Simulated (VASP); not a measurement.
# GaAs (I-4m2) in VASP: a series of runs

GaAs is run at these levels: PBE; tasks: single point.

Program: VASP 6.6.1. These are calculated values, not measurements. Logs are shortened: lines on timing, memory, paths and dates and some standing lists are left out, and cuts for length are marked.

## 1. The cell of the first run

It takes space group I-4m2 (No. 119, tetragonal). The conventional cell has a = 3.898 Å, b = 3.898 Å, c = 5.654 Å, α = 90.00°, β = 90.00°, γ = 90.00°. Within 3.2 Å of Ga (site symmetry -4m2) lie 4 As at 2.41 Å. As (site symmetry -4m2) has 4 Ga at 2.41 Å within 3.2 Å.

## 2. Single point, PBE (strain -0.025 along x and y, +0.000 along z)

Input file INCAR:

```
SYSTEM = GaAs
ALGO = Normal
EDIFF = 1E-6
ENCUT = 520
GGA = PE
ISIF = 2
ISMEAR = 0
LASPH = .TRUE.
LCHARG = .FALSE.
LREAL = .FALSE.
LWAVE = .FALSE.
NBANDS = 16
NELM = 100
PREC = Accurate
SIGMA = 0.05
```

Input file KPOINTS:

```
k-points
0
G
  10 10 10
  0 0 0
```

Input file POSCAR:

```
GaAs
1.0
    0.0000000000      2.7561787500      2.8268500000
    2.7561787500      0.0000000000      2.8268500000
    2.7561787500      2.7561787500      0.0000000000
Ga As
1 1
Direct
    0.0000000000      0.0000000000      0.0000000000
    0.7500000000      0.7500000000      0.7500000000
```

Potentials or basis: VASP PAW PBE potentials, release 64 (Ga_d, As).

Command:

```
cat potpaw_PBE.64/Ga_d/POTCAR potpaw_PBE.64/As/POTCAR > POTCAR
mpirun -np 1 vasp_std > vasp.out
```

OUTCAR:

```text
SYSTEM = GaAs
   EDIFF = 1E-6
   ENCUT = 520
   GGA = PE
   ISIF = 2
   ISMEAR = 0
   LASPH = .TRUE.
   LREAL = .FALSE.
   NELM = 100
   PREC = Accurate

 ion  position               nearest neighbor table
   1  0.000  0.000  0.000-   2 2.41   2 2.41   2 2.41   2 2.41
   2  0.750  0.750  0.750-   1 2.41   1 2.41   1 2.41   1 2.41

  LATTYP: Found a body centered tetragonal cell.
 ALAT       =     3.8978253686
 C/A-ratio  =     1.4504754486

  Lattice vectors:

 A1 = (  -2.7561787500,   0.0000000000,   2.8268500000)
 A2 = (   2.7561787500,   0.0000000000,   2.8268500000)
 A3 = (   0.0000000000,   2.7561787500,  -2.8268500000)

Analysis of symmetry for initial positions (statically):
=====================================================================
 Subroutine PRICEL returns:
 Original cell was already a primitive cell.

 Routine SETGRP: Setting up the symmetry group for a
 body centered tetragonal supercell.

 Subroutine GETGRP returns: Found  8 space group operations
 (whereof  8 operations were pure point group operations)
 out of a pool of 16 trial point group operations.

The static configuration has the point symmetry D_2d.

Analysis of symmetry for dynamics (positions and initial velocities):
=====================================================================
 Subroutine PRICEL returns:
 Original cell was already a primitive cell.

 Routine SETGRP: Setting up the symmetry group for a
 body centered tetragonal supercell.

 Subroutine GETGRP returns: Found  8 space group operations
 (whereof  8 operations were pure point group operations)
 out of a pool of 16 trial point group operations.

The dynamic configuration has the point symmetry D_2d.

 Subroutine INISYM returns: Found  8 space group operations
 (whereof  8 operations are pure point group operations),
 and found     1 'primitive' translations

----------------------------------------------------------------------------------------

                                     Primitive cell

  volume of cell :      42.9485

  direct lattice vectors                    reciprocal lattice vectors
     0.000000000  2.756178750  2.826850000    -0.181410585  0.181410585  0.176875321
     2.756178750  0.000000000  2.826850000     0.181410585 -0.181410585  0.176875321
     2.756178750  2.756178750  0.000000000     0.181410585  0.181410585 -0.176875321

  length of vectors
     3.948113755  3.948113755  3.897825369     0.311615917  0.311615917  0.311615917

  position of ions in fractional coordinates (direct lattice)
     0.000000000  0.000000000  0.000000000
     0.750000000  0.750000000  0.750000000

  ion indices of the primitive-cell ions
   primitive index   ion index
                 1           1
                 2           2

----------------------------------------------------------------------------------------

 KPOINTS: k-points

Automatic generation of k-mesh.
 Grid dimensions read from file:
 generate k-points for:   10   10   10

 Generating k-lattice:

  Cartesian coordinates                     Fractional coordinates (reciprocal lattice)
    -0.018141059  0.018141059  0.017687532     0.100000000  0.000000000  0.000000000
     0.018141059 -0.018141059  0.017687532     0.000000000  0.100000000  0.000000000
     0.018141059  0.018141059 -0.017687532     0.000000000  0.000000000  0.100000000

  Length of vectors
     0.031161592  0.031161592  0.031161592

  Shift w.r.t. Gamma in fractional coordinates (k-lattice)
     0.000000000  0.000000000  0.000000000

 Subroutine IBZKPT returns following result:
 ===========================================

 Found    102 irreducible k-points:

 Following reciprocal coordinates:
            Coordinates               Weight
  0.000000  0.000000  0.000000      1.000000
  0.100000 -0.000000  0.000000      8.000000
  0.200000 -0.000000  0.000000      8.000000
  0.300000  0.000000  0.000000      8.000000
  0.400000 -0.000000  0.000000      8.000000
  0.500000 -0.000000  0.000000      4.000000
[... 16 lines left out ...]
  0.300000  0.300000  0.000000      2.000000
  0.400000  0.300000  0.000000      8.000000
 [... further k-points ...]
   k-points           NKPTS =    102   k-points in BZ     NKDIM =    102   number of bands    NBANDS=     16
   number of dos      NEDOS =    301   number of ions     NIONS =      2
   total plane-waves  NPLWV =  27000
   dimension x,y,z NGX =    30 NGY =   30 NGZ =   30
   dimension x,y,z NGXF=    60 NGYF=   60 NGZF=   60
   ions per type =               1   1
   NGX,Y,Z   is equivalent  to a cutoff of  12.63, 12.63, 12.80 a.u.
   NGXF,Y,Z  is equivalent  to a cutoff of  25.26, 25.26, 25.59 a.u.
 SYSTEM =  GaAs
   PREC   = accura    normal or accurate (medium, high low for compatibility)
   ISTART =      0    job   : 0-new  1-cont  2-samecut
   ICHARG =      2    charge: 1-file 2-atom 10-const
   ISPIN  =      1    spin polarized calculation?
   LNONCOLLINEAR =      F non collinear calculations
   LSORBIT =      F    spin-orbit coupling
   LASPH  =      T    aspherical Exc in radial PAW
   ENCUT  =  520.0 eV  38.22 Ry    6.18 a.u.   7.34  7.34  7.25*2*pi/ulx,y,z
   NELM   =    100;   NELMIN=  2; NELMDL= -5     # of ELM steps
   EDIFF  = 0.1E-05   stopping-criterion for ELM
   LREAL  =      F    real-space projection
   EDIFFG = 0.1E-04   stopping-criterion for IOM
   NSW    =      0    number of steps for IOM
   IBRION =     -1    ionic relax: 0-MD 1-quasi-New 2-CG
   NFREE  =      0    steps in history (QN), initial steepest desc. (CG)
   ISIF   =      2    stress and relaxation
   ISYM   =      2    0-nonsym 1-usesym 2-fastsym
   POTIM  = 0.5000    time-step for ionic-motion
   TEBEG  =    0.0;   TEEND  =   0.0 temperature during run
   PSTRESS=    0.0 pullay stress
   NELECT =      18.0000    total number of electrons
   NUPDOWN=      -1.0000    fix difference up-down
   EMIN   =  10.00;   EMAX   =-10.00  energy-range for DOS
   EFERMI =   0.00;   METHOD = LEGACY
   ISMEAR =     0;   SIGMA  =   0.05  broadening in eV -4-tet -1-fermi 0-gaus
   EFERMI_NEDOS =   21; number of points for ismear=-14 and -15
   IALGO  =     38    algorithm
   IMIX   =      4    mixing-type and parameters
     AMIX     =   0.40;   BMIX     =  1.00
     AMIX_MAG =   1.60;   BMIX_MAG =  1.00
  volume/ion in A,a.u.               =      21.47       144.92
  Fermi-wavevector in a.u.,A,eV,Ry     =   1.225133  2.315165 20.421669  1.500950
  Thomas-Fermi vector in A             =   2.360182
   LORBIT       =      0    0 simple, 1 ext, 2 COOP (PROOUT), +10 PAW based schemes
   GGA     = PE    functional components
   LHFCALC =     F    Hartree Fock is set to
   AEXX    =    0.0000 exact exchange contribution
   IVDW    =     0    specifies the selected vdW correction
   LEPSILON=     F    determine dielectric tensor
   LRPA    =     F    only Hartree local field effects (RPA)
 non-spin polarized calculation
 Gauss-broadening in eV      SIGMA  =   0.05
  energy-cutoff  :      520.00
  volume of cell :       42.95
 maximum number of plane-waves:      1179
 NGX is ok and might be reduce to    30
   NGX = 15   NGY = 15   NGZ = 15

 number of electron      18.0000012 magnetization

 Free energy of the ion-electron system (eV)
  ---------------------------------------------------
  ext. energy  EPLUGINS =         0.00000000
  ---------------------------------------------------
  free energy    TOTEN  =        -8.17007734 eV

  energy without entropy =       -8.17007734  energy(sigma->0) =       -8.17007734

 E-fermi :   4.7625     XC(G=0):  -9.8190

 val. band max:        4.4732410743   @ k =   0.0000   0.0000   0.0000
 cond. band min:       5.3252746546   @ k =   0.0000   0.0000   0.0000
 fundamental gap:      0.8520335803
 Fermi energy:         4.7625090773

 k-point     1 :       0.0000    0.0000    0.0000
  band No.  band energies     occupation
      1     -10.4907      2.00000
      2     -10.4841      2.00000
      3     -10.4841      2.00000
      4     -10.3956      2.00000
      5     -10.3925      2.00000
      6      -8.6800      2.00000
[... 8 lines left out ...]
     15      14.3958      0.00000
     16      14.9273      0.00000

 k-point     2 :       0.1000   -0.0000    0.0000
  band No.  band energies     occupation
      1     -10.4985      2.00000
      2     -10.4851      2.00000
      3     -10.4813      2.00000
      4     -10.3959      2.00000
      5     -10.3925      2.00000
      6      -8.5530      2.00000
[... 8 lines left out ...]
     15      13.7383      0.00000
     16      14.1550      0.00000

 k-point     3 :       0.2000   -0.0000    0.0000
  band No.  band energies     occupation
      1     -10.5253      2.00000
      2     -10.4788      2.00000
      3     -10.4747      2.00000
      4     -10.3962      2.00000
      5     -10.3921      2.00000
      6      -8.1886      2.00000
[... 8 lines left out ...]
     15      13.5609      0.00000
     16      13.6890      0.00000

 k-point     4 :       0.3000    0.0000    0.0000
  band No.  band energies     occupation
      1     -10.5549      2.00000
      2     -10.4717      2.00000
      3     -10.4675      2.00000
      4     -10.3954      2.00000
      5     -10.3902      2.00000
      6      -7.6412      2.00000
[... 8 lines left out ...]
     15      13.8689      0.00000
     16      13.8944      0.00000
[... 324 lines left out ...]
 k-point    22 :      -0.2000    0.2000    0.0000
  band No.  band energies     occupation
      1     -10.5626      2.00000
      2     -10.4659      2.00000
      3     -10.4635      2.00000
      4     -10.4003      2.00000
      5     -10.3894      2.00000
      6      -7.4410      2.00000
[... 8 lines left out ...]
     15      15.2607      0.00000
     16      16.0672      0.00000

 k-point    23 :       0.3000    0.3000    0.0000
  band No.  band energies     occupation
      1     -10.5831      2.00000
      2     -10.4473      2.00000
      3     -10.4473      2.00000
      4     -10.4099      2.00000
      5     -10.3868      2.00000
      6      -7.3224      2.00000
[... 8 lines left out ...]
     15      16.3398      0.00000
     16      17.0799      0.00000

 k-point    24 :       0.4000    0.3000    0.0000
  band No.  band energies     occupation
      1     -10.5964      2.00000
      2     -10.4426      2.00000
      3     -10.4403      2.00000
      4     -10.4120      2.00000
      5     -10.3856      2.00000
      6      -6.8507      2.00000
[... 8 lines left out ...]
     15      16.9805      0.00000
     16      17.5135      0.00000

 [... further k-points ...]
[... 5 lines left out ...]
  --------------------------------------------------------------------------------------
  -------------------------------------------------------------------------------------
  Total        2.2290734      2.2290734      1.8072696      0.0000000      0.0000000      0.0000000
  in kB       83.1548202     83.1548202     67.4195725      0.0000000      0.0000000      0.0000000
  external PRESSURE =      77.9097376 kB  Pullay stress =       0.0000000 kB

 VOLUME and BASIS-vectors are now :
 -----------------------------------------------------------------------------
  energy-cutoff  :      520.00
  volume of cell :       42.95
      direct lattice vectors                 reciprocal lattice vectors
     0.000000000  2.756178750  2.826850000    -0.181410585  0.181410585  0.176875321
     2.756178750  0.000000000  2.826850000     0.181410585 -0.181410585  0.176875321
     2.756178750  2.756178750  0.000000000     0.181410585  0.181410585 -0.176875321

 POSITION                                       TOTAL-FORCE (eV/Angst)
 -----------------------------------------------------------------------------------
      0.00000      0.00000      0.00000        -0.000000     -0.000000      0.000000
      4.13427      4.13427      4.24027         0.000000      0.000000     -0.000000
 -----------------------------------------------------------------------------------
    total drift:                               -0.000001     -0.000001     -0.000003

  FREE ENERGIE OF THE ION-ELECTRON SYSTEM (eV)
  ---------------------------------------------------
  free  energy   TOTEN  =        -8.1700773433 eV

  energy  without entropy=       -8.1700773433  energy(sigma->0) =       -8.17007734
```

Run time: 88 s. Hardware: 1 thread of AMD EPYC 7R43 (Zen 3), shared host; peak memory 0.18 GiB.

What came out:

```yaml
Free_energy: -8.1701 eV
Pressure: 7.8 GPa
Band_gap_on_the_k_mesh: 0.85 eV, direct
```

Caveat: the cell differs from its parent crystal (strain -0.025 along x and y, +0.000 along z).

## 3. Single point, PBE (strain +0.000 along x and y, -0.025 along z)

Input file INCAR:

```
  PREC = Accurate
  ENCUT = 520
  EDIFF = 1E-6
  ISMEAR = 0
  SIGMA = 0.05
  LREAL = False
  LASPH = True
  NELM = 60
  ALGO = Normal
  ISIF = 2
  LWAVE = False
  LCHARG = True
  GGA = PE
  LELF = True
  LVHAR = True
  NBANDS = 16
```

Input file KPOINTS:

```
regular mesh
0
Gamma
  10 10 10
```

Input file POSCAR:

```
GaAs
1.0
    0.0000000000      2.8268500000      2.7561787500
    2.8268500000      0.0000000000      2.7561787500
    2.8268500000      2.8268500000      0.0000000000
Ga As
1 1
Direct
    0.0000000000      0.0000000000      0.0000000000
    0.7500000000      0.7500000000      0.7500000000
```

Potentials or basis: VASP PAW PBE potentials, release 64 (Ga_d, As).

Command:

```
cat potpaw_PBE.64/Ga_d/POTCAR potpaw_PBE.64/As/POTCAR > POTCAR
mpirun -np 1 vasp_std > vasp.out
```

It took 92 s on 1 thread of AMD EPYC 7R43 (Zen 3), shared host; peak memory 0.18 GiB.

The run converged. Its results:

* Free energy: -8.2159 eV
* Pressure: 5.5 GPa
* Band gap on the k mesh: 0.61 eV, direct

Stress tensor (GPa, compression positive):
```
5.03 0.00 0.00
0.00 5.03 0.00
0.00 0.00 6.44
```

Levels at points of the mesh, in eV from the valence-band top:
| k point | band 7 | band 8 | band 9 | band 10 | band 11 | band 12 |
| --- | --- | --- | --- | --- | --- | --- |
| (0.00, 0.00, 0.00) | -0.14 | -0.14 | 0.00 | 0.61 | 3.60 | 3.67 |
| (0.50, 0.00, 0.00) | -6.87 | -1.38 | -1.17 | 0.97 | 4.46 | 4.65 |
| (0.50, 0.50, 0.00) | -6.93 | -2.98 | -2.98 | 1.21 | 1.38 | 10.28 |
| (0.50, 0.00, 0.50) | -7.08 | -2.81 | -2.79 | 1.38 | 1.63 | 10.16 |

Caveat: the cell differs from its parent crystal (strain +0.000 along x and y, -0.025 along z). A k mesh can miss the band edges.
